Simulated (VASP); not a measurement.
# Tc3Pb (Fm-3m) in VASP: notebook

The runs below take Tc3Pb through single point, relaxation of cell and atoms, with LDA.

Program: VASP 6.6.1. These are calculated values, not measurements. Logs are shortened: lines on timing, memory, paths and dates and some standing lists are left out, and cuts for length are marked.

### Step 1. The cell of the first run

The structure is cubic, space group Fm-3m (No. 225). Conventional cell: a = 6.302 Å, b = 6.302 Å, c = 6.302 Å, α = 90.00°, β = 90.00°, γ = 90.00°. Within 3.6 Å of Pb (site symmetry m-3m) lie 14 Tc at 2.73 to 3.15 Å. Tc (site symmetry m-3m) has 8 Tc at 2.73 Å and 6 Pb at 3.15 Å within 3.6 Å. Within 3.6 Å of Tc (site symmetry -43m) lie 4 Pb at 2.73 Å and 10 Tc at 2.73 to 3.15 Å.

### Step 2. Single point, LDA

INCAR

```
  PREC = Accurate
  ENCUT = 500
  EDIFF = 1E-6
  ISMEAR = 1
  SIGMA = 0.05
  LREAL = False
  LASPH = True
  NELM = 120
  ALGO = Normal
  ISIF = 2
  LWAVE = False
  LCHARG = False
  GGA = CA
  NBANDS = 34
  GGA_COMPAT = False
```

KPOINTS

```
Automatic mesh
0
Gamma
  6 6 6
```

POSCAR

```
Tc3Pb
1.0
    0.0000000000      3.1507741361      3.1507741361
    3.1507741361      0.0000000000      3.1507741361
    3.1507741361      3.1507741361      0.0000000000
Pb Tc
1 3
Direct
    0.0000000000      0.0000000000      0.0000000000
    0.5000000000      0.5000000000      0.5000000000
    0.2500000000      0.2500000000      0.2500000000
    0.7500000000      0.7500000000      0.7500000000
```

Potentials or basis: VASP PAW LDA potentials, release 64 (Pb_d, Tc_pv).

Command:

```
$ cat potpaw_LDA.64/Pb_d/POTCAR potpaw_LDA.64/Tc_pv/POTCAR > POTCAR
$ mpirun -np 1 vasp_std > vasp.out
```

OUTCAR:

```text
PREC = Accurate
   ENCUT = 500
   EDIFF = 1E-6
   ISMEAR = 1
   LREAL = False
   LASPH = True
   NELM = 120
   ISIF = 2
   GGA = CA

 ion  position               nearest neighbor table
   1  0.000  0.000  0.000-   4 2.73   4 2.73   4 2.73   3 2.73   4 2.73   3 2.73   3 2.73   3 2.73
                             2 3.15   2 3.15   2 3.15   2 3.15   2 3.15   2 3.15
   2  0.500  0.500  0.500-   3 2.73   3 2.73   3 2.73   3 2.73   4 2.73   4 2.73   4 2.73   4 2.73
                             1 3.15   1 3.15   1 3.15   1 3.15   1 3.15   1 3.15
   3  0.250  0.250  0.250-   1 2.73   1 2.73   1 2.73   1 2.73   2 2.73   2 2.73   2 2.73   2 2.73
                             4 3.15   4 3.15   4 3.15   4 3.15   4 3.15   4 3.15
   4  0.750  0.750  0.750-   2 2.73   2 2.73   2 2.73   1 2.73   2 2.73   1 2.73   1 2.73   1 2.73
                             3 3.15   3 3.15   3 3.15   3 3.15   3 3.15   3 3.15

  LATTYP: Found a face centered cubic cell.
 ALAT       =     6.3015482722

  Lattice vectors:

 A1 = (   0.0000000000,   3.1507741361,   3.1507741361)
 A2 = (   3.1507741361,   0.0000000000,   3.1507741361)
 A3 = (   3.1507741361,   3.1507741361,   0.0000000000)

Analysis of symmetry for initial positions (statically):
=====================================================================
 Subroutine PRICEL returns:
 Original cell was already a primitive cell.

 Routine SETGRP: Setting up the symmetry group for a
 face centered cubic supercell.

 Subroutine GETGRP returns: Found 48 space group operations
 (whereof 48 operations were pure point group operations)
 out of a pool of 48 trial point group operations.

The static configuration has the point symmetry O_h .

Analysis of symmetry for dynamics (positions and initial velocities):
=====================================================================
 Subroutine PRICEL returns:
 Original cell was already a primitive cell.

 Routine SETGRP: Setting up the symmetry group for a
 face centered cubic supercell.

 Subroutine GETGRP returns: Found 48 space group operations
 (whereof 48 operations were pure point group operations)
 out of a pool of 48 trial point group operations.

The dynamic configuration has the point symmetry O_h .

 Subroutine INISYM returns: Found 48 space group operations
 (whereof 48 operations are pure point group operations),
 and found     1 'primitive' translations

----------------------------------------------------------------------------------------

                                     Primitive cell

  volume of cell :      62.5578

  direct lattice vectors                    reciprocal lattice vectors
     0.000000000  3.150774136  3.150774136    -0.158691159  0.158691159  0.158691159
     3.150774136  0.000000000  3.150774136     0.158691159 -0.158691159  0.158691159
     3.150774136  3.150774136  0.000000000     0.158691159  0.158691159 -0.158691159

  length of vectors
     4.455867515  4.455867515  4.455867515     0.274861150  0.274861150  0.274861150

  position of ions in fractional coordinates (direct lattice)
     0.000000000  0.000000000  0.000000000
     0.500000000  0.500000000  0.500000000
     0.250000000  0.250000000  0.250000000
     0.750000000  0.750000000  0.750000000

  ion indices of the primitive-cell ions
   primitive index   ion index
                 1           1
                 2           2
                 3           3
                 4           4

----------------------------------------------------------------------------------------

 KPOINTS: Automatic mesh

Automatic generation of k-mesh.
 Grid dimensions read from file:
 generate k-points for:    6    6    6

 Generating k-lattice:

  Cartesian coordinates                     Fractional coordinates (reciprocal lattice)
    -0.026448527  0.026448527  0.026448527     0.166666667  0.000000000  0.000000000
     0.026448527 -0.026448527  0.026448527     0.000000000  0.166666667  0.000000000
     0.026448527  0.026448527 -0.026448527     0.000000000  0.000000000  0.166666667

  Length of vectors
     0.045810192  0.045810192  0.045810192

  Shift w.r.t. Gamma in fractional coordinates (k-lattice)
     0.000000000  0.000000000  0.000000000

 Subroutine IBZKPT returns following result:
 ===========================================

 Found     16 irreducible k-points:

 Following reciprocal coordinates:
            Coordinates               Weight
  0.000000  0.000000  0.000000      1.000000
  0.166667  0.000000  0.000000      8.000000
  0.333333  0.000000  0.000000      8.000000
  0.500000  0.000000  0.000000      4.000000
  0.166667  0.166667  0.000000      6.000000
  0.333333  0.166667  0.000000     24.000000
[... 8 lines left out ...]
 -0.333333  0.333333  0.166667     24.000000
 -0.333333  0.500000  0.166667     12.000000
   k-points           NKPTS =     16   k-points in BZ     NKDIM =     16   number of bands    NBANDS=     34
   number of dos      NEDOS =    301   number of ions     NIONS =      4
   total plane-waves  NPLWV =  32768
   dimension x,y,z NGX =    32 NGY =   32 NGZ =   32
   dimension x,y,z NGXF=    64 NGYF=   64 NGZF=   64
   ions per type =               1   3
   NGX,Y,Z   is equivalent  to a cutoff of  11.94, 11.94, 11.94 a.u.
   NGXF,Y,Z  is equivalent  to a cutoff of  23.88, 23.88, 23.88 a.u.
 SYSTEM =  unknown system
   PREC   = accura    normal or accurate (medium, high low for compatibility)
   ISTART =      0    job   : 0-new  1-cont  2-samecut
   ICHARG =      2    charge: 1-file 2-atom 10-const
   ISPIN  =      1    spin polarized calculation?
   LNONCOLLINEAR =      F non collinear calculations
   LSORBIT =      F    spin-orbit coupling
   LASPH  =      T    aspherical Exc in radial PAW
   ENCUT  =  500.0 eV  36.75 Ry    6.06 a.u.   8.12  8.12  8.12*2*pi/ulx,y,z
   NELM   =    120;   NELMIN=  2; NELMDL= -5     # of ELM steps
   EDIFF  = 0.1E-05   stopping-criterion for ELM
   LREAL  =      F    real-space projection
   EDIFFG = 0.1E-04   stopping-criterion for IOM
   NSW    =      0    number of steps for IOM
   IBRION =     -1    ionic relax: 0-MD 1-quasi-New 2-CG
   NFREE  =      0    steps in history (QN), initial steepest desc. (CG)
   ISIF   =      2    stress and relaxation
   ISYM   =      2    0-nonsym 1-usesym 2-fastsym
   POTIM  = 0.5000    time-step for ionic-motion
   TEBEG  =    0.0;   TEEND  =   0.0 temperature during run
   PSTRESS=    0.0 pullay stress
   NELECT =      53.0000    total number of electrons
   NUPDOWN=      -1.0000    fix difference up-down
   EMIN   =  10.00;   EMAX   =-10.00  energy-range for DOS
   EFERMI =   0.00;   METHOD = LEGACY
   ISMEAR =     1;   SIGMA  =   0.05  broadening in eV -4-tet -1-fermi 0-gaus
   EFERMI_NEDOS =   21; number of points for ismear=-14 and -15
   IALGO  =     38    algorithm
   IMIX   =      4    mixing-type and parameters
     AMIX     =   0.40;   BMIX     =  1.00
     AMIX_MAG =   1.60;   BMIX_MAG =  1.00
  volume/ion in A,a.u.               =      15.64       105.54
  Fermi-wavevector in a.u.,A,eV,Ry     =   1.549076  2.927330 32.649055  2.399638
  Thomas-Fermi vector in A             =   2.653935
   LORBIT       =      0    0 simple, 1 ext, 2 COOP (PROOUT), +10 PAW based schemes
   GGA     = CA    functional components
   LHFCALC =     F    Hartree Fock is set to
   AEXX    =    0.0000 exact exchange contribution
   IVDW    =     0    specifies the selected vdW correction
   LEPSILON=     F    determine dielectric tensor
   LRPA    =     F    only Hartree local field effects (RPA)
 non-spin polarized calculation
 Methfessel and Paxton  Order N= 1 SIGMA  =   0.05
  energy-cutoff  :      500.00
  volume of cell :       62.56
 maximum number of plane-waves:      1639
   NGX = 17   NGY = 17   NGZ = 17

 number of electron      53.0000023 magnetization

 Free energy of the ion-electron system (eV)
  ---------------------------------------------------
  ext. energy  EPLUGINS =         0.00000000
  ---------------------------------------------------
  free energy    TOTEN  =       -36.97172586 eV

  energy without entropy =      -36.97089353  energy(sigma->0) =      -36.97144842

 E-fermi :  12.6867     XC(G=0): -13.6310

 val. band max:       12.6823307050   @ k =   0.1667   0.1667   0.0000
 cond. band min:      12.6876787906   @ k =  -0.3333   0.1667   0.0000
 fundamental gap:      0.0053480856
 Fermi energy:        12.6866710990

 k-point     1 :       0.0000    0.0000    0.0000
  band No.  band energies     occupation
      1     -26.4778      2.00000
      2     -26.4778      2.00000
      3     -26.4778      2.00000
      4     -25.8884      2.00000
      5     -25.8884      2.00000
      6     -25.8884      2.00000
[... 26 lines left out ...]
     33      17.9947      0.00000
     34      17.9947      0.00000

 k-point     2 :       0.1667    0.0000    0.0000
  band No.  band energies     occupation
      1     -26.4895      2.00000
      2     -26.4895      2.00000
      3     -26.4840      2.00000
      4     -25.8700      2.00000
      5     -25.8700      2.00000
      6     -25.8448      2.00000
[... 26 lines left out ...]
     33      18.3049      0.00000
     34      18.3049      0.00000

 k-point     3 :       0.3333    0.0000    0.0000
  band No.  band energies     occupation
      1     -26.5118      2.00000
      2     -26.5118      2.00000
      3     -26.4852      2.00000
      4     -25.8328      2.00000
      5     -25.8328      2.00000
      6     -25.7815      2.00000
[... 26 lines left out ...]
     33      18.7964      0.00000
     34      18.7964      0.00000
[... 408 lines left out ...]
 k-point    15 :      -0.3333    0.3333    0.1667
  band No.  band energies     occupation
      1     -26.5655      2.00000
      2     -26.4984      2.00000
      3     -26.4903      2.00000
      4     -25.8885      2.00000
      5     -25.7603      2.00000
      6     -25.7533      2.00000
[... 26 lines left out ...]
     33      15.4162      0.00000
     34      19.0184      0.00000

 k-point    16 :      -0.3333    0.5000    0.1667
  band No.  band energies     occupation
      1     -26.5808      2.00000
      2     -26.5338      2.00000
      3     -26.4451      2.00000
      4     -25.9149      2.00000
      5     -25.7210      2.00000
      6     -25.7206      2.00000
[... 26 lines left out ...]
     33      14.6160      0.00000
     34      19.1680      0.00000

------------------------ aborting loop because EDIFF is reached ----------------------------------------

  FORCE on cell =-STRESS in cart. coord.  units (eV):
  Direction    XX          YY          ZZ          XY          YZ          ZX
  --------------------------------------------------------------------------------------
  -------------------------------------------------------------------------------------
  Total        0.0829889      0.0829889      0.0829889      0.0000000      0.0000000      0.0000000
  in kB        2.1254385      2.1254385      2.1254385      0.0000000      0.0000000      0.0000000
  external PRESSURE =       2.1254385 kB  Pullay stress =       0.0000000 kB

 VOLUME and BASIS-vectors are now :
 -----------------------------------------------------------------------------
  energy-cutoff  :      500.00
  volume of cell :       62.56
      direct lattice vectors                 reciprocal lattice vectors
     0.000000000  3.150774136  3.150774136    -0.158691159  0.158691159  0.158691159
     3.150774136  0.000000000  3.150774136     0.158691159 -0.158691159  0.158691159
     3.150774136  3.150774136  0.000000000     0.158691159  0.158691159 -0.158691159

 POSITION                                       TOTAL-FORCE (eV/Angst)
 -----------------------------------------------------------------------------------
      0.00000      0.00000      0.00000         0.000000     -0.000000     -0.000000
      3.15077      3.15077      3.15077         0.000000     -0.000000     -0.000000
      1.57539      1.57539      1.57539         0.000000      0.000000      0.000000
      4.72616      4.72616      4.72616        -0.000000     -0.000000      0.000000
 -----------------------------------------------------------------------------------
    total drift:                                0.000000     -0.000000      0.000000

  FREE ENERGIE OF THE ION-ELECTRON SYSTEM (eV)
  ---------------------------------------------------
  free  energy   TOTEN  =       -36.9717258647 eV

  energy  without entropy=      -36.9708935262  energy(sigma->0) =      -36.97144842
```

Run time: 12 s. Hardware: 1 thread of Intel Xeon 6975P-C (Granite Rapids), shared host; peak memory 0.16 GiB.

What came out:

```yaml
Free_energy: -36.9717 eV
Pressure: 0.2 GPa
Band_gap_on_the_k_mesh: zero (an odd number of electrons rules out a gap without spin polarisation)
```

Levels at points of the mesh, in eV from the Fermi level:
```tsv
k point	band 22	band 23	band 24	band 25	band 26	band 27	band 28	band 29	band 30	band 31
(0.00, 0.00, 0.00)	-2.59	-2.59	0.73	0.73	0.96	0.96	0.96	1.26	1.44	1.44
(0.50, 0.00, 0.00)	-1.86	-1.86	-0.97	-0.97	-0.61	0.55	0.55	0.73	0.73	1.27
(0.50, 0.50, 0.00)	-2.49	-2.49	-1.45	-0.57	-0.57	-0.21	0.11	0.50	1.34	1.72
```

Caveat: spin-orbit coupling is left out, which moves the levels of the heavy elements.

### Step 3. Relaxation of cell and atoms, LDA

This run uses another cell than the first one, of 17.16 Å³/atom.

INCAR

```
PREC = Accurate
ENCUT = 500
EDIFF = 1E-7
ISMEAR = 1
SIGMA = 0.05
LREAL = F
LASPH = T
NELM = 120
ALGO = Normal
ISIF = 3
LWAVE = F
LCHARG = F
GGA = CA
IBRION = 2
NSW = 80
EDIFFG = -0.02
GGA_COMPAT = F
NELMIN = 4
```

KPOINTS is that of step 2.

POSCAR

```
Tc3Pb
1.0
    0.0000000000      3.2500000000      3.2500000000
    3.2500000000      0.0000000000      3.2500000000
    3.2500000000      3.2500000000      0.0000000000
Pb Tc
1 3
Direct
    0.0000000000      0.0000000000      0.0000000000
    0.5000000000      0.5000000000      0.5000000000
    0.2500000000      0.2500000000      0.2500000000
    0.7500000000      0.7500000000      0.7500000000
```

Potentials or basis: VASP PAW LDA potentials, release 64 (Pb_d, Tc_pv).

Command:

```
$ cat potpaw_LDA.64/Pb_d/POTCAR potpaw_LDA.64/Tc_pv/POTCAR > POTCAR
$ mpirun -np 1 vasp_std > vasp.out
```

It took 69 s on 1 thread of Intel Xeon 6975P-C (Granite Rapids), shared host; peak memory 0.18 GiB.

It converged, with:

* Free energy: -36.9792 eV
* Relaxed volume: 15.66 Å³/atom
* Relaxed cell: a = 4.458 Å, b = 4.458 Å, c = 4.458 Å, α = 60.00°, β = 60.00°, γ = 60.00°
* Space group after relaxing (to 0.1 Å): Fm-3m (No. 225)
* Pressure after relaxing: 0.0 GPa
* Band gap on the k mesh: zero (an odd number of electrons rules out a gap without spin polarisation)

Final structure:
```yaml
crystal:
  lattice:
    - [0.00000, 3.15227, 3.15227]
    - [3.15227, 0.00000, 3.15227]
    - [3.15227, 3.15227, 0.00000]
  atoms:
    - { symbol: Pb, position: [0.00000, 0.00000, 0.00000] }
    - { symbol: Tc, position: [0.50000, 0.50000, 0.50000] }
    - { symbol: Tc, position: [0.25000, 0.25000, 0.25000] }
    - { symbol: Tc, position: [0.75000, 0.75000, 0.75000] }
```

Levels at points of the mesh, in eV from the Fermi level:
```tsv
k point	band 22	band 23	band 24	band 25	band 26	band 27	band 28	band 29	band 30	band 31
(0.00, 0.00, 0.00)	-2.58	-2.58	0.73	0.73	0.96	0.96	0.96	1.25	1.44	1.44
(0.50, 0.00, 0.00)	-1.85	-1.85	-0.97	-0.97	-0.61	0.55	0.55	0.73	0.73	1.27
(0.50, 0.50, 0.00)	-2.48	-2.48	-1.44	-0.57	-0.57	-0.21	0.11	0.50	1.34	1.71
```

Caveat: spin-orbit coupling is left out, which moves the levels of the heavy elements.
